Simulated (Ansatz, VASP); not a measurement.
## Two plane-wave programs on TiCo3

INCAR

```
SYSTEM = TiCo3
ALGO     = Normal         ! electronic algorithm
EDIFF    = 1E-6           ! SCF threshold, eV
ENCUT    = 520            ! plane-wave cutoff, eV
GGA      = PS             ! functional
ISIF     = 2              ! what is computed and relaxed
ISMEAR   = -1             ! smearing method
ISPIN    = 2              ! spin polarisation
LASPH    = .TRUE.         ! aspherical terms in the spheres
LCHARG   = .TRUE.         ! write CHGCAR
LELF     = .TRUE.         ! ELF
LMAXMIX  = 4              ! l up to which the mixer works
LORBIT   = 11             ! projections on sites
LREAL    = .FALSE.        ! projectors in reciprocal space
LVHAR    = .TRUE.       
LWAVE    = .FALSE.        ! write WAVECAR
MAGMOM   = -0.42 1.21 1.21 1.21 ! initial moments
NBANDS   = 32             ! bands
NELM     = 150            ! most SCF steps
PREC     = Accurate       ! precision mode
SIGMA    = 0.2            ! smearing width, eV
```

File KPOINTS:

```
k-points
0
G
  12 12 12
  0 0 0
```

Contents of POSCAR:

```
TiCo3
1.0
    3.6140000000      0.0000000000      0.0000000000
    0.0000000000      3.6140000000      0.0000000000
    0.0000000000      0.0000000000      3.6140000000
Ti Co
1 3
Direct
    0.0000000000      0.0000000000      0.0000000000
    0.0000000000      0.5000000000      0.5000000000
    0.5000000000      0.0000000000      0.5000000000
    0.5000000000      0.5000000000      0.0000000000
```

Input for Ansatz:

```yaml
crystal:
  lattice:
    - [3.614, 0.0, 0.0]
    - [0.0, 3.614, 0.0]
    - [0.0, 0.0, 3.614]
  atoms:
    - { symbol: Ti, position: [0.0, 0.0, 0.0], spin: -0.42 }
    - { symbol: Co, position: [0.0, 0.5, 0.5], spin: 1.21 }
    - { symbol: Co, position: [0.5, 0.0, 0.5], spin: 1.21 }
    - { symbol: Co, position: [0.5, 0.5, 0.0], spin: 1.21 }
basis:
  ecutwfc: 420
kpoints:
  mp_grid: { grid: [12, 12, 12] }
hamiltonian:
  xc: pbesol
scf:
  occupations: { method: fermi_dirac, width: 0.2 }
output:
  forces: true
  stress: true
  eigenvalues: true
  populations: true
magnetization:
  spin_polarized: true
```

Alike in both runs: task single point; functional PBEsol; k mesh 12 × 12 × 12; occupations fermi-dirac, width 0.2 eV; collinear spin.

|  | VASP | Ansatz |
| --- | --- | --- |
| version | VASP 6.6.1 | Ansatz 0.2.0 |
| potentials or method | VASP PAW PBE potentials, release 64 (Ti_sv, Co), cutoff 520 eV | scalar-relativistic, plane waves, PAW |
| valence electrons in the cell | 39 | 63 |

Ansatz gave:

```
gap on the k mesh at the Fermi level (eV)                     : none
pressure (GPa)                                                : -11.4
net moment per atom (μB)                                      : 0.45
size of the moment on the site where the two differ most (μB) : 0.25
```

Estimate VASP's values.

gap on the k mesh at the Fermi level (eV): none; pressure (GPa): -11.8; net moment per atom (μB): 0.45; size of the moment on the site where the two differ most (μB): 0.27.

VASP's potentials were made for PBE, not for PBEsol. Site moments also hang on the region over which each program counts them. A gap of «none» marks a metal or a gap that the smearing closes. VASP's potentials hold 39 valence electrons a cell and Ansatz's 63, so a difference there can come from the potentials and not from the codes.
